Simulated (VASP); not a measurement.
Wanted: the native input for a VASP 6.6.1 run.

* Task: single point
* Functional: LDA
* Potentials or basis: VASP PAW LDA potentials, release 64 (Re)
* Cutoff: 520 eV
* k mesh: 11 × 11 × 11
* Occupations: fermi-dirac, width 0.1 eV
* Spin: no spin polarisation
* Dipole correction: no
* Further INCAR settings: ALGO = Normal; EDIFF = 1e-06; NBANDS = 14

The structure of Re lies in POSCAR:

```
Re
1.0
    0.0000000000      2.6648354934      2.6648354934
    2.6648354934      0.0000000000      2.6648354934
    2.6648354934      2.6648354934      0.0000000000
Re
2
Direct
    0.1250000000      0.1250000000      0.1250000000
    0.8750000000      0.8750000000      0.8750000000
```

This isn't the form of Re at room conditions, which is hcp.

The input as run:

INCAR

```
SYSTEM = Re
PREC = Accurate
ENCUT = 520
EDIFF = 1E-6
ISMEAR = -1
SIGMA = 0.1
LREAL = .FALSE.
LASPH = .TRUE.
NELM = 100
ALGO = Normal
ISIF = 2
LWAVE = .FALSE.
LCHARG = .FALSE.
GGA = CA
NBANDS = 14
```

KPOINTS

```
Automatic mesh
0
G
  11 11 11
  0 0 0
```

Potentials or basis: VASP PAW LDA potentials, release 64 (Re).

Launch:

```sh
$ cat potpaw_LDA.64/Re/POTCAR > POTCAR
$ mpirun -np 1 vasp_std > vasp.out
```

It gave:

- Pressure: 29.9 GPa
- Band gap on the k mesh: zero (bands 7 and 8 overlap by 1.29 eV)

Caveat: the cell stands under pressure; spin-orbit coupling is left out, which moves the levels of the heavy elements.

It took 17 s on 1 thread of Intel(R) Xeon(R) Platinum 8488C (Sapphire Rapids), with other jobs on the host, peak memory 0.15 GiB.
